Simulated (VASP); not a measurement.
Wanted: the native input for a VASP 6.6.1 run.

```
Task                   : single point
Functional             : PBE
Potentials or basis    : VASP PAW PBE potentials, release 64 (Cd)
Cutoff                 : 500 eV
k mesh                 : 6 × 6 × 4
Occupations            : methfessel-paxton, width 0.11 eV
Spin                   : no spin polarisation
Dipole correction      : no
Further INCAR settings : ALGO = Normal; EDIFF = 1e-06; NBANDS = 19
```

The structure of Cd lies in POSCAR:

```
Cd
1.0
    2.9788725081      0.0000000000      0.0000000000
   -1.4894362540      2.5797792666      0.0000000000
    0.0000000000      0.0000000000      5.6176500000
Cd
2
Direct
    0.3333333333      0.6666666667      0.2500000000
    0.6666666667      0.3333333333      0.7500000000
```

The input as run:

INCAR

```
PREC     = Accurate       # precision mode
ENCUT    = 500            # plane-wave cutoff, eV
EDIFF    = 1E-6           # SCF threshold, eV
ISMEAR   = 1              # smearing method
SIGMA    = 0.11           # smearing width, eV
LREAL    = F              # projectors in reciprocal space
LASPH    = T              # aspherical terms in the spheres
NELM     = 120            # most SCF steps
ALGO     = Normal         # electronic algorithm
ISIF     = 2              # what is computed and relaxed
LWAVE    = F              # write WAVECAR
LCHARG   = F              # write CHGCAR
GGA      = PE             # functional
NBANDS   = 19             # bands
GGA_COMPAT= F
```

KPOINTS

```
regular mesh
0
Gamma
  6 6 4
```

Potentials or basis: VASP PAW PBE potentials, release 64 (Cd).

The run is started by

```sh
$ cat potpaw_PBE.64/Cd/POTCAR > POTCAR
$ mpirun -np 1 vasp_std > vasp.out
```

It gave:

| Property | Result |
| --- | --- |
| Pressure | 4.3 GPa |
| Band gap on the k mesh | zero (band 12 reaches 4.03 eV, above the bottom of band 13 at -0.04 eV) |

Caveat: the k points lie up to 0.41 Å⁻¹ apart.

Run time: 22 s on 1 thread of Intel Xeon 8259CL, with other jobs on the host, peak memory 0.16 GiB.
